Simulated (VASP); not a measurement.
# C (P6/mmm) in VASP: a series of runs

The runs below take C through single point, with BLYP+D3(BJ), PBEsol+D3(BJ).

Program: VASP 6.6.1. These are calculated values, not measurements. Logs are shortened: lines on timing, memory, paths and dates and some standing lists are left out, and cuts for length are marked.

### Step 1. The cell of the first run

Symmetry: P6/mmm, No. 191, hexagonal system. Conventional cell: a = 2.470 Å, b = 2.470 Å, c = 3.439 Å, α = 90.00°, β = 90.00°, γ = 120.00°. Within 1.9 Å of C (site symmetry -6m2) lie 3 C at 1.43 Å.

### Step 2. Single point, BLYP+D3(BJ)

The input, INCAR:

```
SYSTEM = C
  AGGAC = 1.0
  AGGAX = 1.0
  ALDAC = 0.0
  ALDAX = 1.0
  ALGO = Normal
  EDIFF = 1E-6
  ENCUT = 520
  GGA = B5
  ISIF = 2
  ISMEAR = -1
  IVDW = 12
  LASPH = .True.
  LCHARG = .True.
  LELF = .True.
  LREAL = .False.
  LVHAR = .True.
  LWAVE = .False.
  NBANDS = 11
  NELM = 100
  PREC = Accurate
  SIGMA = 0.1
  VDW_A1 = 0.4298
  VDW_A2 = 4.2359
  VDW_S6 = 1.0
  VDW_S8 = 2.6996
```

The input, KPOINTS:

```
k-points
0
Gamma
  15 15 4
  0 0 0
```

The input, POSCAR:

```
C
1.0
    2.4696067053      0.0000000000      0.0000000000
   -1.2348033526      2.1387421441      0.0000000000
    0.0000000000      0.0000000000      3.4387530238
C
2
Direct
    0.3333333333      0.6666666667      0.0000000000
    0.6666666667      0.3333333333      0.0000000000
```

Potentials or basis: VASP PAW PBE potentials, release 64 (C).

Command:

```sh
$ cat potpaw_PBE.64/C/POTCAR > POTCAR
$ mpirun -np 1 vasp_std > vasp.out
```

OUTCAR:

```text
SYSTEM = C
   EDIFF = 1E-6
   ENCUT = 520
   GGA = B5
   ISIF = 2
   ISMEAR = -1
   IVDW = 12
   LASPH = .True.
   LREAL = .False.
   NELM = 100
   PREC = Accurate
 IVDW          = 12

 ion  position               nearest neighbor table
   1  0.333  0.667  0.000-   2 1.43   2 1.43   2 1.43
   2  0.667  0.333  0.000-   1 1.43   1 1.43   1 1.43

  LATTYP: Found a hexagonal cell.
 ALAT       =     2.4696067053
 C/A-ratio  =     1.3924294166

  Lattice vectors:

 A1 = (   2.4696067053,   0.0000000000,   0.0000000000)
 A2 = (  -1.2348033526,   2.1387421441,   0.0000000000)
 A3 = (   0.0000000000,   0.0000000000,   3.4387530238)

Analysis of symmetry for initial positions (statically):
=====================================================================
 Subroutine PRICEL returns:
 Original cell was already a primitive cell.

 Routine SETGRP: Setting up the symmetry group for a
 hexagonal supercell.

 Subroutine GETGRP returns: Found 24 space group operations
 (whereof 24 operations were pure point group operations)
 out of a pool of 24 trial point group operations.

The static configuration has the point symmetry D_6h.

Analysis of symmetry for dynamics (positions and initial velocities):
=====================================================================
 Subroutine PRICEL returns:
 Original cell was already a primitive cell.

 Routine SETGRP: Setting up the symmetry group for a
 hexagonal supercell.

 Subroutine GETGRP returns: Found 24 space group operations
 (whereof 24 operations were pure point group operations)
 out of a pool of 24 trial point group operations.

The dynamic configuration has the point symmetry D_6h.

 Subroutine INISYM returns: Found 24 space group operations
 (whereof 24 operations are pure point group operations),
 and found     1 'primitive' translations

----------------------------------------------------------------------------------------

                                     Primitive cell

  volume of cell :      18.1630

  direct lattice vectors                    reciprocal lattice vectors
     2.469606705  0.000000000  0.000000000     0.404922775  0.233782273  0.000000000
    -1.234803353  2.138742144  0.000000000     0.000000000  0.467564546  0.000000000
     0.000000000  0.000000000  3.438753024     0.000000000  0.000000000  0.290803089

  length of vectors
     2.469606705  2.469606705  3.438753024     0.467564546  0.467564546  0.290803089

  position of ions in fractional coordinates (direct lattice)
     0.333333333  0.666666667  0.000000000
     0.666666667  0.333333333  0.000000000

  ion indices of the primitive-cell ions
   primitive index   ion index
                 1           1
                 2           2

----------------------------------------------------------------------------------------

 KPOINTS: k-points

Automatic generation of k-mesh.
 Grid dimensions read from file:
 generate k-points for:   15   15    4

 Generating k-lattice:

  Cartesian coordinates                     Fractional coordinates (reciprocal lattice)
     0.026994852  0.015585485  0.000000000     0.066666667  0.000000000  0.000000000
     0.000000000  0.031170970  0.000000000     0.000000000  0.066666667  0.000000000
     0.000000000  0.000000000  0.072700772     0.000000000  0.000000000  0.250000000

  Length of vectors
     0.031170970  0.031170970  0.072700772

  Shift w.r.t. Gamma in fractional coordinates (k-lattice)
     0.000000000  0.000000000  0.000000000

 Subroutine IBZKPT returns following result:
 ===========================================

 Found     81 irreducible k-points:

 Following reciprocal coordinates:
            Coordinates               Weight
  0.000000  0.000000  0.000000      1.000000
  0.066667 -0.000000  0.000000      6.000000
  0.133333 -0.000000  0.000000      6.000000
  0.200000 -0.000000  0.000000      6.000000
  0.266667 -0.000000  0.000000      6.000000
  0.333333 -0.000000  0.000000      6.000000
[... 16 lines left out ...]
  0.333333  0.200000  0.000000     12.000000
  0.400000  0.200000  0.000000      6.000000
 [... further k-points ...]
   k-points           NKPTS =     81   k-points in BZ     NKDIM =     81   number of bands    NBANDS=     11
   number of dos      NEDOS =    301   number of ions     NIONS =      2
   total plane-waves  NPLWV =   9072
   dimension x,y,z NGX =    18 NGY =   18 NGZ =   28
   dimension x,y,z NGXF=    36 NGYF=   36 NGZF=   56
   ions per type =               2
   NGX,Y,Z   is equivalent  to a cutoff of  12.12, 12.12, 13.54 a.u.
   NGXF,Y,Z  is equivalent  to a cutoff of  24.23, 24.23, 27.07 a.u.
 SYSTEM =  C
   PREC   = accura    normal or accurate (medium, high low for compatibility)
   ISTART =      0    job   : 0-new  1-cont  2-samecut
   ICHARG =      2    charge: 1-file 2-atom 10-const
   ISPIN  =      1    spin polarized calculation?
   LNONCOLLINEAR =      F non collinear calculations
   LSORBIT =      F    spin-orbit coupling
   LASPH  =      T    aspherical Exc in radial PAW
   ENCUT  =  520.0 eV  38.22 Ry    6.18 a.u.   4.59  4.59  6.39*2*pi/ulx,y,z
   NELM   =    100;   NELMIN=  2; NELMDL= -5     # of ELM steps
   EDIFF  = 0.1E-05   stopping-criterion for ELM
   LREAL  =      F    real-space projection
   EDIFFG = 0.1E-04   stopping-criterion for IOM
   NSW    =      0    number of steps for IOM
   IBRION =     -1    ionic relax: 0-MD 1-quasi-New 2-CG
   NFREE  =      0    steps in history (QN), initial steepest desc. (CG)
   ISIF   =      2    stress and relaxation
   ISYM   =      2    0-nonsym 1-usesym 2-fastsym
   POTIM  = 0.5000    time-step for ionic-motion
   TEBEG  =    0.0;   TEEND  =   0.0 temperature during run
   PSTRESS=    0.0 pullay stress
   NELECT =       8.0000    total number of electrons
   NUPDOWN=      -1.0000    fix difference up-down
   EMIN   =  10.00;   EMAX   =-10.00  energy-range for DOS
   EFERMI =   0.00;   METHOD = LEGACY
   ISMEAR =    -1;   SIGMA  =   0.10  broadening in eV -4-tet -1-fermi 0-gaus
   EFERMI_NEDOS =   21; number of points for ismear=-14 and -15
   IALGO  =     38    algorithm
   IMIX   =      4    mixing-type and parameters
     AMIX     =   0.40;   BMIX     =  1.00
     AMIX_MAG =   1.60;   BMIX_MAG =  1.00
  volume/ion in A,a.u.               =       9.08        61.28
  Fermi-wavevector in a.u.,A,eV,Ry     =   1.245592  2.353827 21.109426  1.551499
  Thomas-Fermi vector in A             =   2.379807
   LORBIT       =      0    0 simple, 1 ext, 2 COOP (PROOUT), +10 PAW based schemes
   GGA     = B5    functional components
   LHFCALC =     F    Hartree Fock is set to
   AEXX    =    0.0000 exact exchange contribution
   IVDW    =    12    specifies the selected vdW correction
   LEPSILON=     F    determine dielectric tensor
   LRPA    =     F    only Hartree local field effects (RPA)
 non-spin polarized calculation
  energy-cutoff  :      520.00
  volume of cell :       18.16
 maximum number of plane-waves:       504
   NGX =  9   NGY =  9   NGZ = 13

 number of electron       7.9999998 magnetization

 Free energy of the ion-electron system (eV)
  ---------------------------------------------------
  ext. energy  EPLUGINS =         0.00000000
  ---------------------------------------------------
  free energy    TOTEN  =       -17.27445369 eV

  energy without entropy =      -17.27284535  energy(sigma->0) =      -17.27364952

 E-fermi :   4.8341     XC(G=0):  -9.6657

 val. band max:        4.8294077869   @ k =   0.3333   0.3333   0.2500
 cond. band min:       5.3257674368   @ k =   0.3333   0.2667   0.5000
 fundamental gap:      0.4963596499
 Fermi energy:         4.8341188125

 k-point     1 :       0.0000    0.0000    0.0000
  band No.  band energies     occupation
      1     -14.6703      2.00000
      2      -1.7645      2.00000
      3       1.6492      2.00000
      4       1.6492      2.00000
      5       8.9209      0.00000
      6      13.1429      0.00000
      7      13.1429      0.00000
      8      16.2881      0.00000
      9      17.0706      0.00000
     10      27.2219      0.00000
     11      29.7604      0.00000

 k-point     2 :       0.0667   -0.0000    0.0000
  band No.  band energies     occupation
      1     -14.5656      2.00000
      2      -1.6441      2.00000
      3       1.2355      2.00000
      4       1.4347      2.00000
      5       9.0490      0.00000
      6      13.1944      0.00000
      7      13.5827      0.00000
      8      15.9539      0.00000
      9      17.2478      0.00000
     10      27.5106      0.00000
     11      29.5204      0.00000

 k-point     3 :       0.1333   -0.0000    0.0000
  band No.  band energies     occupation
      1     -14.2520      2.00000
      2      -1.2852      2.00000
      3       0.1328      2.00000
      4       0.8890      2.00000
      5       9.4342      0.00000
      6      13.2103      0.00000
      7      14.7956      0.00000
      8      15.0210      0.00000
      9      17.8224      0.00000
     10      28.1587      0.00000
     11      28.6499      0.00000

 k-point     4 :       0.2000   -0.0000    0.0000
  band No.  band energies     occupation
      1     -13.7320      2.00000
      2      -1.3858      2.00000
      3      -0.6958      2.00000
      4       0.2033      2.00000
      5      10.0755      0.00000
      6      13.0593      0.00000
      7      13.6502      0.00000
      8      16.5622      0.00000
      9      18.7201      0.00000
     10      27.3279      0.00000
     11      28.2172      0.00000
[... 239 lines left out ...]
 k-point    22 :       0.2667    0.2000    0.0000
  band No.  band energies     occupation
      1     -10.9067      2.00000
      2      -5.4310      2.00000
      3      -3.4658      2.00000
      4       2.3551      2.00000
      5       8.7697      0.00000
      6      13.6140      0.00000
      7      15.6352      0.00000
      8      17.3984      0.00000
      9      21.1569      0.00000
     10      22.9458      0.00000
     11      24.8377      0.00000

 k-point    23 :       0.3333    0.2000    0.0000
  band No.  band energies     occupation
      1      -9.7743      2.00000
      2      -6.8323      2.00000
      3      -3.8905      2.00000
      4       3.4098      2.00000
      5       7.4771      0.00000
      6      14.9694      0.00000
      7      15.5168      0.00000
      8      17.6521      0.00000
      9      20.3723      0.00000
     10      22.7009      0.00000
     11      24.6736      0.00000

 k-point    24 :       0.4000    0.2000    0.0000
  band No.  band energies     occupation
      1      -8.8700      2.00000
      2      -7.8417      2.00000
      3      -4.0228      2.00000
      4       3.9956      1.99954
      5       6.8088      0.00000
      6      15.3289      0.00000
      7      16.3136      0.00000
      8      16.8299      0.00000
      9      20.1093      0.00000
     10      23.0435      0.00000
     11      24.5526      0.00000

 [... further k-points ...]

------------------------ aborting loop because EDIFF is reached ----------------------------------------

 Edisp (eV)   -0.57398

 E8    (eV) :    -0.3374

  FORCE on cell =-STRESS in cart. coord.  units (eV):
  Direction    XX          YY          ZZ          XY          YZ          ZX
  --------------------------------------------------------------------------------------
  -------------------------------------------------------------------------------------
  Total       0.06408     0.06408    -0.00960     0.00000    -0.00000    -0.00000
  in kB       5.65286     5.65286    -0.84675     0.00000    -0.00000    -0.00000
  external pressure =        3.49 kB  Pullay stress =        0.00 kB

 VOLUME and BASIS-vectors are now :
 -----------------------------------------------------------------------------
  energy-cutoff  :      520.00
  volume of cell :       18.16
      direct lattice vectors                 reciprocal lattice vectors
     2.469606705  0.000000000  0.000000000     0.404922775  0.233782273  0.000000000
    -1.234803353  2.138742144  0.000000000     0.000000000  0.467564546  0.000000000
     0.000000000  0.000000000  3.438753024     0.000000000  0.000000000  0.290803089

 POSITION                                       TOTAL-FORCE (eV/Angst)
 -----------------------------------------------------------------------------------
     -0.00000      1.42583      0.00000         0.000000     -0.000000     -0.000000
      1.23480      0.71291      0.00000        -0.000000      0.000000      0.000000
 -----------------------------------------------------------------------------------
    total drift:                               -0.000000      0.000000      0.000000

  FREE ENERGIE OF THE ION-ELECTRON SYSTEM (eV)
  ---------------------------------------------------
  free  energy   TOTEN  =       -17.8484360756 eV

  energy  without entropy=      -17.8468277337  energy(sigma->0) =      -17.84763190
```

Run time: 18 s. Hardware: 1 thread of Intel Xeon Platinum 8375C at 2.90GHz (Ice Lake), shared host; peak memory 0.13 GiB.

What came out:

```yaml
Free_energy: -17.8484 eV
Pressure: 0.3 GPa
Band_gap_on_the_k_mesh: zero (band 4 reaches 5.45 eV, above the bottom of band 5 at 4.28 eV)
Dispersion_energy_per_atom: -0.287 eV
```

Caveat: the k points lie up to 0.46 Å⁻¹ apart; the PAW data sets were made with another functional, which shifts forces and pressure a little.

### Step 3. Single point, PBEsol+D3(BJ)

This run uses another cell than the first one, of 9.23 Å³/atom, 1.016 times its volume.

The input, INCAR:

```
  ALGO = Normal
  EDIFF = 1E-6
  ENCUT = 520
  GGA = PS
  ISIF = 2
  ISMEAR = -1
  IVDW = 12
  LASPH = T
  LCHARG = F
  LREAL = F
  LWAVE = F
  NBANDS = 11
  NELM = 100
  PREC = Accurate
  SIGMA = 0.1
```

The input, KPOINTS:

```
k-points
0
Gamma
  15 15 4
```

The input, POSCAR:

```
C
1.0
    2.4578127593      0.0000000000      0.0000000000
   -1.2289063796      2.1285282873      0.0000000000
    0.0000000000      0.0000000000      3.5289924164
C
2
Direct
    0.3333333333      0.6666666667      0.0000000000
    0.6666666667      0.3333333333      0.0000000000
```

Potentials or basis: VASP PAW PBE potentials, release 64 (C).

Command:

```sh
$ cat potpaw_PBE.64/C/POTCAR > POTCAR
$ mpirun -np 1 vasp_std > vasp.out
```

Wall time 13 s (1 thread of Intel Xeon Platinum 8375C at 2.90GHz (Ice Lake), shared host); peak memory 0.13 GiB.

The run converged. Its results:

```
Free energy                : -19.4842 eV
Pressure                   : 0.6 GPa
Band gap on the k mesh     : zero (band 4 reaches 4.77 eV, above the bottom of band 5 at 3.75 eV)
Dispersion energy per atom : -0.105 eV
```

Stress tensor (GPa, compression positive):
```
 1.04  0.00  0.00
 0.00  1.04  0.00
 0.00  0.00 -0.13
```

Levels at points of the mesh, in eV from the Fermi level:
| k point | band 1 | band 2 | band 3 | band 4 | band 5 | band 6 | band 7 | band 8 |
| --- | --- | --- | --- | --- | --- | --- | --- | --- |
| (0.00, 0.00, 0.00) | -19.64 | -6.89 | -2.98 | -2.98 | 3.67 | 8.34 | 8.34 | 11.74 |
| (0.00, 0.00, 0.50) | -19.44 | -8.44 | -2.96 | -2.96 | 8.41 | 8.41 | 9.20 | 11.45 |

Caveat: the k points lie up to 0.45 Å⁻¹ apart; the PAW data sets were made with another functional, which shifts forces and pressure a little.
